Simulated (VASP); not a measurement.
# Ta (Im-3m) in VASP: notebook, part 2 of 2

VASP 6.6.1. Earlier steps stand in the parts before.

## (3) Single point, PBEsol

File INCAR:

```
ALGO = Normal ; EDIFF = 1E-6
ENCUT = 520 ; GGA = PS
ISIF = 2 ; ISMEAR = -1
LASPH = True ; LCHARG = False
LREAL = False ; LWAVE = False
NBANDS = 24 ; NELM = 100
PREC = Accurate ; SIGMA = 0.08
```

File KPOINTS:

```
k-points
0
Gamma
  8 8 12
```

File POSCAR:

```
Ta
1.0
    0.0000000000      3.2812985076     -3.2812985076
   -3.2812985076      0.0000000000      3.2812985076
    1.6406492538      1.6406492538      1.6406492538
Ta
3
Direct
    0.0000000000      0.0000000000      0.0000000000
    0.3333333330      0.6666666670      0.3333333330
    0.6666666670      0.3333333330      0.6666666670
```

Potentials or basis: VASP PAW PBE potentials, release 64 (Ta_pv).

Launch:

```
cat potpaw_PBE.64/Ta_pv/POTCAR > POTCAR
mpirun -np 1 vasp_std > vasp.out
```

OUTCAR:

```text
EDIFF = 1E-6
   ENCUT = 520
   GGA = PS
   ISIF = 2
   ISMEAR = -1
   LASPH = True
   LREAL = False
   NELM = 100
   PREC = Accurate

 ion  position               nearest neighbor table
   1  0.000  0.000  0.000-   2 2.84   3 2.84   3 2.84   2 2.84   3 2.84   2 2.84   3 3.28   2 3.28
                             3 3.28   3 3.28   2 3.28   2 3.28
   2  0.333  0.667  0.333-   1 2.84   3 2.84   3 2.84   1 2.84   1 2.84   3 2.84   3 3.28   3 3.28
                             1 3.28   1 3.28   1 3.28   3 3.28
   3  0.667  0.333  0.667-   1 2.84   2 2.84   2 2.84   1 2.84   1 2.84   2 2.84   2 3.28   2 3.28
                             1 3.28   1 3.28   1 3.28   2 3.28

  LATTYP: Found a hexagonal cell.
 ALAT       =     4.6404568516
 C/A-ratio  =     0.6123724357

  Lattice vectors:

 A1 = (   0.0000000000,   3.2812985076,  -3.2812985076)
 A2 = (  -3.2812985076,   0.0000000000,   3.2812985076)
 A3 = (   1.6406492538,   1.6406492538,   1.6406492538)

Analysis of symmetry for initial positions (statically):
=====================================================================
 Subroutine PRICEL returns following result:

  LATTYP: Found a body centered cubic cell.
 ALAT       =     3.2812985054

  Lattice vectors:

 A1 = (  -1.6406492571,   1.6406492505,  -1.6406492505)
 A2 = (  -1.6406492522,  -1.6406492522,   1.6406492522)
 A3 = (   1.6406492538,   1.6406492538,   1.6406492538)

   3 primitive cells build up your supercell.

 Routine SETGRP: Setting up the symmetry group for a
 hexagonal supercell.

 Subroutine GETGRP returns: Found 12 space group operations
 (whereof 12 operations were pure point group operations)
 out of a pool of 24 trial point group operations.

The static configuration has the point symmetry D_3d.

Analysis of symmetry for dynamics (positions and initial velocities):
=====================================================================
 Subroutine PRICEL returns following result:

  LATTYP: Found a body centered cubic cell.
 ALAT       =     3.2812985054

  Lattice vectors:

 A1 = (  -1.6406492571,   1.6406492505,  -1.6406492505)
 A2 = (  -1.6406492522,  -1.6406492522,   1.6406492522)
 A3 = (   1.6406492538,   1.6406492538,   1.6406492538)

   3 primitive cells build up your supercell.

 Routine SETGRP: Setting up the symmetry group for a
 hexagonal supercell.

 Subroutine GETGRP returns: Found 12 space group operations
 (whereof 12 operations were pure point group operations)
 out of a pool of 24 trial point group operations.

The dynamic configuration has the point symmetry D_3d.

 Subroutine INISYM returns: Found 12 space group operations
 (whereof 12 operations are pure point group operations),
 and found     3 'primitive' translations

----------------------------------------------------------------------------------------

                                     Primitive cell

  volume of cell :      17.6647

  direct lattice vectors                    reciprocal lattice vectors
    -1.640649257  1.640649251 -1.640649251    -0.304757399  0.304757399  0.000000000
    -1.640649252 -1.640649252  1.640649252    -0.304757399 -0.000000001  0.304757400
     1.640649254  1.640649254  1.640649254     0.000000000  0.304757399  0.304757399
[... 30 lines left out ...]
     0.000000000  0.000000000  0.000000000

 Subroutine IBZKPT returns following result:
 ===========================================

 Found     95 irreducible k-points:

 Following reciprocal coordinates:
            Coordinates               Weight
  0.000000  0.000000  0.000000      1.000000
  0.125000  0.000000  0.000000      6.000000
  0.250000  0.000000  0.000000      6.000000
  0.375000  0.000000  0.000000      6.000000
  0.500000  0.000000  0.000000      3.000000
  0.125000  0.125000  0.000000      6.000000
[... 16 lines left out ...]
 -0.125000  0.500000  0.083333     12.000000
  0.250000  0.250000  0.083333     12.000000
 [... further k-points ...]
   k-points           NKPTS =     95   k-points in BZ     NKDIM =     95   number of bands    NBANDS=     24
   number of dos      NEDOS =    301   number of ions     NIONS =      3
   total plane-waves  NPLWV =  31104
   dimension x,y,z NGX =    36 NGY =   36 NGZ =   24
   dimension x,y,z NGXF=    72 NGYF=   72 NGZF=   48
   ions per type =               3
   NGX,Y,Z   is equivalent  to a cutoff of  12.90, 12.90, 14.04 a.u.
   NGXF,Y,Z  is equivalent  to a cutoff of  25.79, 25.79, 28.08 a.u.
 SYSTEM =  unknown system
   PREC   = accura    normal or accurate (medium, high low for compatibility)
   ISTART =      0    job   : 0-new  1-cont  2-samecut
   ICHARG =      2    charge: 1-file 2-atom 10-const
   ISPIN  =      1    spin polarized calculation?
   LNONCOLLINEAR =      F non collinear calculations
   LSORBIT =      F    spin-orbit coupling
   LASPH  =      T    aspherical Exc in radial PAW
   ENCUT  =  520.0 eV  38.22 Ry    6.18 a.u.   8.63  8.63  5.28*2*pi/ulx,y,z
   NELM   =    100;   NELMIN=  2; NELMDL= -5     # of ELM steps
   EDIFF  = 0.1E-05   stopping-criterion for ELM
   LREAL  =      F    real-space projection
   EDIFFG = 0.1E-04   stopping-criterion for IOM
   NSW    =      0    number of steps for IOM
   IBRION =     -1    ionic relax: 0-MD 1-quasi-New 2-CG
   NFREE  =      0    steps in history (QN), initial steepest desc. (CG)
   ISIF   =      2    stress and relaxation
   ISYM   =      2    0-nonsym 1-usesym 2-fastsym
   POTIM  = 0.5000    time-step for ionic-motion
   TEBEG  =    0.0;   TEEND  =   0.0 temperature during run
   PSTRESS=    0.0 pullay stress
   NELECT =      33.0000    total number of electrons
   NUPDOWN=      -1.0000    fix difference up-down
   EMIN   =  10.00;   EMAX   =-10.00  energy-range for DOS
   EFERMI =   0.00;   METHOD = LEGACY
   ISMEAR =    -1;   SIGMA  =   0.08  broadening in eV -4-tet -1-fermi 0-gaus
   EFERMI_NEDOS =   21; number of points for ismear=-14 and -15
   IALGO  =     38    algorithm
   IMIX   =      4    mixing-type and parameters
     AMIX     =   0.40;   BMIX     =  1.00
     AMIX_MAG =   1.60;   BMIX_MAG =  1.00
  volume/ion in A,a.u.               =      17.66       119.21
  Fermi-wavevector in a.u.,A,eV,Ry     =   1.397988  2.641813 26.590809  1.954369
  Thomas-Fermi vector in A             =   2.521190
   LORBIT       =      0    0 simple, 1 ext, 2 COOP (PROOUT), +10 PAW based schemes
   GGA     = PS    functional components
   LHFCALC =     F    Hartree Fock is set to
   AEXX    =    0.0000 exact exchange contribution
   IVDW    =     0    specifies the selected vdW correction
   LEPSILON=     F    determine dielectric tensor
   LRPA    =     F    only Hartree local field effects (RPA)
 non-spin polarized calculation
  energy-cutoff  :      520.00
  volume of cell :       52.99
 maximum number of plane-waves:      1451
 NGX is ok and might be reduce to    36
   NGX = 17   NGY = 17   NGZ = 11

 number of electron      33.0000000 magnetization

 Free energy of the ion-electron system (eV)
  ---------------------------------------------------
  ext. energy  EPLUGINS =         0.00000000
  ---------------------------------------------------
  free energy    TOTEN  =       -37.69427500 eV

  energy without entropy =      -37.61333172  energy(sigma->0) =      -37.65380336

 E-fermi :   5.4719     XC(G=0): -12.8281

 val. band max:        5.4505766690   @ k =   0.5000   0.0000   0.0833
 cond. band min:       5.4814017513   @ k =   0.2500   0.2500   0.5000
 fundamental gap:      0.0308250822
 Fermi energy:         5.4719192699

 k-point     1 :       0.0000    0.0000    0.0000
  band No.  band energies     occupation
      1     -28.3439      2.00000
      2     -28.3439      2.00000
      3     -28.3439      2.00000
      4     -28.3439      2.00000
      5     -27.6292      2.00000
      6     -27.6292      2.00000
[... 637 lines left out ...]
     23      10.1128      0.00000
     24      10.2556      0.00000

 [... further k-points ...]

------------------------ aborting loop because EDIFF is reached ----------------------------------------

  FORCE on cell =-STRESS in cart. coord.  units (eV):
  Direction    XX          YY          ZZ          XY          YZ          ZX
  --------------------------------------------------------------------------------------
  -------------------------------------------------------------------------------------
  Total        0.0731301      0.0731301      0.0731301     -0.0164758     -0.0164758     -0.0164758
  in kB        2.2109480      2.2109480      2.2109480     -0.4981139     -0.4981139     -0.4981139
  external PRESSURE =       2.2109480 kB  Pullay stress =       0.0000000 kB

 VOLUME and BASIS-vectors are now :
 -----------------------------------------------------------------------------
  energy-cutoff  :      520.00
  volume of cell :       52.99
      direct lattice vectors                 reciprocal lattice vectors
     0.000000000  3.281298508 -3.281298508    -0.101585800  0.203171600 -0.101585800
    -3.281298508  0.000000000  3.281298508    -0.203171600  0.101585800  0.101585800
     1.640649254  1.640649254  1.640649254     0.203171600  0.203171600  0.203171600

 POSITION                                       TOTAL-FORCE (eV/Angst)
 -----------------------------------------------------------------------------------
      0.00000      0.00000      0.00000         0.000000      0.000000      0.000000
     -1.64065      1.64065      1.64065         0.000000      0.000000     -0.000000
      0.00000      3.28130     -0.00000        -0.000000     -0.000000     -0.000000
 -----------------------------------------------------------------------------------
    total drift:                               -0.000000     -0.000000      0.000000

  FREE ENERGIE OF THE ION-ELECTRON SYSTEM (eV)
  ---------------------------------------------------
  free  energy   TOTEN  =       -37.6942750037 eV

  energy  without entropy=      -37.6133317229  energy(sigma->0) =      -37.65380336
```

It took 61 s on 1 thread of Intel Xeon Platinum 8124M at 3.00GHz (Skylake/Cascade Lake), shared host; peak memory 0.24 GiB.

Results:

```
Free energy : -37.6943 eV
Pressure    : 0.2 GPa
```

Levels at points of the mesh, in eV from the Fermi level:
| k point | band 13 | band 14 | band 15 | band 16 | band 17 | band 18 | band 19 | band 20 | band 21 | band 22 |
| --- | --- | --- | --- | --- | --- | --- | --- | --- | --- | --- |
| (0.00, 0.00, 0.00) | -1.02 | -1.02 | -1.02 | -1.02 | 0.73 | 0.73 | 0.73 | 4.07 | 4.07 | 4.64 |
| (0.50, 0.00, 0.00) | -1.61 | -0.77 | -0.77 | -0.56 | -0.56 | 1.71 | 3.04 | 3.04 | 3.96 | 4.48 |
| (0.00, 0.00, 0.50) | -2.73 | -1.51 | -1.51 | -1.51 | -1.51 | 4.66 | 4.66 | 4.66 | 4.66 | 7.01 |
| (0.50, 0.00, 0.50) | -2.14 | -2.14 | -1.61 | -0.22 | -0.22 | 1.71 | 3.31 | 3.31 | 3.96 | 5.00 |

Caveat: the PAW data sets were made with another functional, which shifts forces and pressure a little; spin-orbit coupling is left out, which moves the levels of the heavy elements.
